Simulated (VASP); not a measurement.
# Ti2B2Os (P-6m2) in VASP: notebook, part 2 of 2

VASP 6.6.1. The steps go on from the part before.

### Step 3. Single point, PBE

File INCAR:

```
SYSTEM = Ti2B2Os
PREC = Accurate
ENCUT = 560
EDIFF = 1E-6
ISMEAR = 0
SIGMA = 0.1
LREAL = .False.
LASPH = .True.
NELM = 120
ALGO = Normal
ISIF = 2
LWAVE = .False.
LCHARG = .True.
GGA = PE
LELF = .True.
LVHAR = .True.
NBANDS = 31
GGA_COMPAT = .False.
```

File KPOINTS:

```
Automatic mesh
0
Gamma
  6 6 4
  0 0 0
```

File POSCAR:

```
Ti2B2Os
1.0
    3.9868821220     -0.0000000026      0.0000000000
   -1.9934410588      3.4527412008      0.0000000000
    0.0000000000      0.0000000000      4.7031442231
Ti B Os
2 2 1
Direct
    0.6666666667      0.3333333333      0.0000000000
    0.6666666667      0.3333333333      0.5000000000
    0.0000000000      0.0000000000      0.3030368224
    0.0000000000      0.0000000000      0.6969631776
    0.3333333333      0.6666666667      0.0000000000
```

Potentials or basis: VASP PAW PBE potentials, release 64 (Ti_sv, B, Os_sv_GW).

Command:

```bash
$ cat potpaw_PBE.64/Ti_sv/POTCAR potpaw_PBE.64/B/POTCAR potpaw_PBE.64/Os_sv_GW/POTCAR > POTCAR
$ mpirun -np 1 vasp_std > vasp.out
```

OUTCAR:

```text
SYSTEM = Ti2B2Os
   PREC = Accurate
   ENCUT = 560
   EDIFF = 1E-6
   ISMEAR = 0
   LREAL = .False.
   LASPH = .True.
   NELM = 120
   ISIF = 2
   GGA = PE

 ion  position               nearest neighbor table
   1  0.667  0.333  0.000-   5 2.30   5 2.30   5 2.30   2 2.35   2 2.35
   2  0.667  0.333  0.500-   1 2.35   1 2.35   4 2.48   3 2.48   3 2.48   4 2.48   3 2.48   4 2.48

   3  0.000  0.000  0.303-   4 1.85   2 2.48   2 2.48   2 2.48   5 2.71   5 2.71   5 2.71
   4  0.000  0.000  0.697-   3 1.85   2 2.48   2 2.48   2 2.48   5 2.71   5 2.71   5 2.71
   5  0.333  0.667  0.000-   1 2.30   1 2.30   1 2.30   4 2.71   3 2.71   4 2.71   3 2.71   4 2.71
                             3 2.71

  LATTYP: Found a hexagonal cell.
 ALAT       =     3.9868821220
 C/A-ratio  =     1.1796546974

  Lattice vectors:

 A1 = (   3.9868821220,  -0.0000000026,   0.0000000000)
 A2 = (  -1.9934410588,   3.4527412008,   0.0000000000)
 A3 = (   0.0000000000,   0.0000000000,   4.7031442231)

Analysis of symmetry for initial positions (statically):
=====================================================================
 Subroutine PRICEL returns:
 Original cell was already a primitive cell.

 Routine SETGRP: Setting up the symmetry group for a
 hexagonal supercell.

 Subroutine GETGRP returns: Found 12 space group operations
 (whereof 12 operations were pure point group operations)
 out of a pool of 24 trial point group operations.

The static configuration has the point symmetry D_3h.

Analysis of symmetry for dynamics (positions and initial velocities):
=====================================================================
 Subroutine PRICEL returns:
 Original cell was already a primitive cell.

 Routine SETGRP: Setting up the symmetry group for a
 hexagonal supercell.

 Subroutine GETGRP returns: Found 12 space group operations
 (whereof 12 operations were pure point group operations)
 out of a pool of 24 trial point group operations.

The dynamic configuration has the point symmetry D_3h.

 Subroutine INISYM returns: Found 12 space group operations
 (whereof 12 operations are pure point group operations),
 and found     1 'primitive' translations

----------------------------------------------------------------------------------------

                                     Primitive cell

  volume of cell :      64.7419

  direct lattice vectors                    reciprocal lattice vectors
     3.986882122 -0.000000003  0.000000000     0.250822565  0.144812475  0.000000000
    -1.993441059  3.452741201  0.000000000     0.000000000  0.289624951  0.000000000
     0.000000000  0.000000000  4.703144223     0.000000000  0.000000000  0.212623716

  length of vectors
     3.986882122  3.986882122  4.703144223     0.289624951  0.289624951  0.212623716

  position of ions in fractional coordinates (direct lattice)
     0.666666667  0.333333333  0.000000000
     0.666666667  0.333333333  0.500000000
     0.000000000  0.000000000  0.303036822
     0.000000000  0.000000000  0.696963178
     0.333333333  0.666666667  0.000000000

  ion indices of the primitive-cell ions
   primitive index   ion index
                 1           1
                 2           2
                 3           3
[... 26 lines left out ...]

 Found     21 irreducible k-points:

 Following reciprocal coordinates:
            Coordinates               Weight
  0.000000  0.000000  0.000000      1.000000
  0.166667 -0.000000  0.000000      6.000000
  0.333333  0.000000  0.000000      6.000000
  0.500000 -0.000000  0.000000      3.000000
  0.166667  0.166667  0.000000      6.000000
  0.333333  0.166667  0.000000     12.000000
[... 13 lines left out ...]
  0.333333  0.166667  0.500000     12.000000
  0.333333  0.333333  0.500000      2.000000
   k-points           NKPTS =     21   k-points in BZ     NKDIM =     21   number of bands    NBANDS=     31
   number of dos      NEDOS =    301   number of ions     NIONS =      5
   total plane-waves  NPLWV =  36864
   dimension x,y,z NGX =    32 NGY =   32 NGZ =   36
   dimension x,y,z NGXF=    64 NGYF=   64 NGZF=   72
   ions per type =               2   2   1
   NGX,Y,Z   is equivalent  to a cutoff of  13.34, 13.34, 12.73 a.u.
   NGXF,Y,Z  is equivalent  to a cutoff of  26.69, 26.69, 25.45 a.u.
 SYSTEM =  Ti2B2Os
   PREC   = accura    normal or accurate (medium, high low for compatibility)
   ISTART =      0    job   : 0-new  1-cont  2-samecut
   ICHARG =      2    charge: 1-file 2-atom 10-const
   ISPIN  =      1    spin polarized calculation?
   LNONCOLLINEAR =      F non collinear calculations
   LSORBIT =      F    spin-orbit coupling
   LASPH  =      T    aspherical Exc in radial PAW
   ENCUT  =  560.0 eV  41.16 Ry    6.42 a.u.   7.69  7.69  9.07*2*pi/ulx,y,z
   NELM   =    120;   NELMIN=  2; NELMDL= -5     # of ELM steps
   EDIFF  = 0.1E-05   stopping-criterion for ELM
   LREAL  =      F    real-space projection
   EDIFFG = 0.1E-04   stopping-criterion for IOM
   NSW    =      0    number of steps for IOM
   IBRION =     -1    ionic relax: 0-MD 1-quasi-New 2-CG
   NFREE  =      0    steps in history (QN), initial steepest desc. (CG)
   ISIF   =      2    stress and relaxation
   ISYM   =      2    0-nonsym 1-usesym 2-fastsym
   POTIM  = 0.5000    time-step for ionic-motion
   TEBEG  =    0.0;   TEEND  =   0.0 temperature during run
   PSTRESS=    0.0 pullay stress
   NELECT =      46.0000    total number of electrons
   NUPDOWN=      -1.0000    fix difference up-down
   EMIN   =  10.00;   EMAX   =-10.00  energy-range for DOS
   EFERMI =   0.00;   METHOD = LEGACY
   ISMEAR =     0;   SIGMA  =   0.10  broadening in eV -4-tet -1-fermi 0-gaus
   EFERMI_NEDOS =   21; number of points for ismear=-14 and -15
   IALGO  =     38    algorithm
   IMIX   =      4    mixing-type and parameters
     AMIX     =   0.40;   BMIX     =  1.00
     AMIX_MAG =   1.60;   BMIX_MAG =  1.00
  volume/ion in A,a.u.               =      12.95        87.38
  Fermi-wavevector in a.u.,A,eV,Ry     =   1.460827  2.760563 29.035055  2.134016
  Thomas-Fermi vector in A             =   2.577231
   LORBIT       =      0    0 simple, 1 ext, 2 COOP (PROOUT), +10 PAW based schemes
   GGA     = PE    functional components
   LHFCALC =     F    Hartree Fock is set to
   AEXX    =    0.0000 exact exchange contribution
   IVDW    =     0    specifies the selected vdW correction
   LEPSILON=     F    determine dielectric tensor
   LRPA    =     F    only Hartree local field effects (RPA)
 non-spin polarized calculation
 Gauss-broadening in eV      SIGMA  =   0.10
  energy-cutoff  :      560.00
  volume of cell :       64.74
 maximum number of plane-waves:      2010
 NGX is ok and might be reduce to    32
   NGX = 15   NGY = 15   NGZ = 19

 number of electron      45.9999993 magnetization

 Free energy of the ion-electron system (eV)
  ---------------------------------------------------
  ext. energy  EPLUGINS =         0.00000000
  ---------------------------------------------------
  free energy    TOTEN  =       -39.07326391 eV

  energy without entropy =      -39.05614096  energy(sigma->0) =      -39.06470244

 E-fermi :   8.6538     XC(G=0): -12.0895

 val. band max:        8.4907095075   @ k =   0.3333   0.3333   0.0000
 cond. band min:       8.6622744256   @ k =   0.3333   0.1667   0.5000
 fundamental gap:      0.1715649180
 Fermi energy:         8.6537591836

 k-point     1 :       0.0000    0.0000    0.0000
  band No.  band energies     occupation
      1     -77.3032      2.00000
      2     -48.2883      2.00000
      3     -47.3193      2.00000
      4     -36.7988      2.00000
      5     -36.7988      2.00000
      6     -36.7816      2.00000
[... 703 lines left out ...]
     30      11.2751      0.00000
     31      11.5745      0.00000

------------------------ aborting loop because EDIFF is reached ----------------------------------------

  FORCE on cell =-STRESS in cart. coord.  units (eV):
  Direction    XX          YY          ZZ          XY          YZ          ZX
  --------------------------------------------------------------------------------------
  -------------------------------------------------------------------------------------
  Total       -0.0670409     -0.0670409     -0.1066348      0.0000000      0.0000000      0.0000000
  in kB       -1.6590705     -1.6590705     -2.6389065      0.0000000      0.0000000      0.0000000
  external PRESSURE =      -1.9856825 kB  Pullay stress =       0.0000000 kB

 VOLUME and BASIS-vectors are now :
 -----------------------------------------------------------------------------
  energy-cutoff  :      560.00
  volume of cell :       64.74
      direct lattice vectors                 reciprocal lattice vectors
     3.986882122 -0.000000003  0.000000000     0.250822565  0.144812475  0.000000000
    -1.993441059  3.452741201  0.000000000     0.000000000  0.289624951  0.000000000
     0.000000000  0.000000000  4.703144223     0.000000000  0.000000000  0.212623716

 POSITION                                       TOTAL-FORCE (eV/Angst)
 -----------------------------------------------------------------------------------
      1.99344      1.15091      0.00000         0.000000     -0.000000     -0.000000
      1.99344      1.15091      2.35157        -0.000000     -0.000000     -0.000000
      0.00000      0.00000      1.42523         0.000000     -0.000000     -0.001833
      0.00000      0.00000      3.27792         0.000000     -0.000000      0.001833
      0.00000      2.30183      0.00000         0.000000      0.000000     -0.000000
 -----------------------------------------------------------------------------------
    total drift:                               -0.000000      0.000000     -0.000000

  FREE ENERGIE OF THE ION-ELECTRON SYSTEM (eV)
  ---------------------------------------------------
  free  energy   TOTEN  =       -39.0732639140 eV

  energy  without entropy=      -39.0561409617  energy(sigma->0) =      -39.06470244
```

OSZICAR:

```text
N       E                     dE             d eps       ncg     rms          rms(c)
DAV:   1     0.753972352893E+03    0.75397E+03   -0.24515E+04  1302   0.183E+03
DAV:   2     0.518521235257E+02   -0.70212E+03   -0.67682E+03  1474   0.568E+02
DAV:   3    -0.368782468310E+02   -0.88730E+02   -0.85598E+02  1801   0.203E+02
DAV:   4    -0.442347136585E+02   -0.73565E+01   -0.72981E+01  2141   0.461E+01
DAV:   5    -0.444166384440E+02   -0.18192E+00   -0.18166E+00  1705   0.736E+00    0.680E+01
DAV:   6    -0.402798296186E+02    0.41368E+01   -0.44034E+01  1928   0.399E+01    0.430E+01
DAV:   7    -0.404317431845E+02   -0.15191E+00   -0.21600E+01  2070   0.326E+01    0.275E+01
DAV:   8    -0.399865760758E+02    0.44517E+00   -0.24969E+01  1932   0.394E+01    0.742E+00
DAV:   9    -0.392603440587E+02    0.72623E+00   -0.28724E+00  1823   0.135E+01    0.464E+00
DAV:  10    -0.391200392521E+02    0.14030E+00   -0.43075E-01  1958   0.510E+00    0.218E+00
DAV:  11    -0.390751760344E+02    0.44863E-01   -0.39748E-01  2022   0.489E+00    0.892E-01
DAV:  12    -0.390729014243E+02    0.22746E-02   -0.52067E-02  1802   0.198E+00    0.399E-01
DAV:  13    -0.390734571236E+02   -0.55570E-03   -0.69783E-03  1781   0.816E-01    0.155E-01
DAV:  14    -0.390732811072E+02    0.17602E-03   -0.23866E-03  1903   0.479E-01    0.838E-02
DAV:  15    -0.390732539665E+02    0.27141E-04   -0.29720E-04  1847   0.169E-01    0.218E-02
DAV:  16    -0.390732626560E+02   -0.86895E-05   -0.48449E-05  1740   0.422E-02    0.177E-02
DAV:  17    -0.390732636949E+02   -0.10390E-05   -0.58634E-06  1710   0.153E-02    0.337E-03
DAV:  18    -0.390732639140E+02   -0.21911E-06   -0.46321E-07   985   0.489E-03
   1 F= -.39073264E+02 E0= -.39064702E+02  d E =-.171230E-01
```

Wall time 56 s (1 thread of Intel Xeon Platinum 8259CL at 2.50GHz (Skylake/Cascade Lake), shared host); peak memory 0.22 GiB.

What came out:

```yaml
Free_energy: -39.0733 eV
Pressure: -0.2 GPa
Band_gap_on_the_k_mesh: zero (bands 23 and 24 overlap by 1.42 eV)
```

Caveat: spin-orbit coupling is left out, which moves the levels of the heavy elements.

The gap in the log of VASP goes by the Fermi energy; the results here count the filled bands.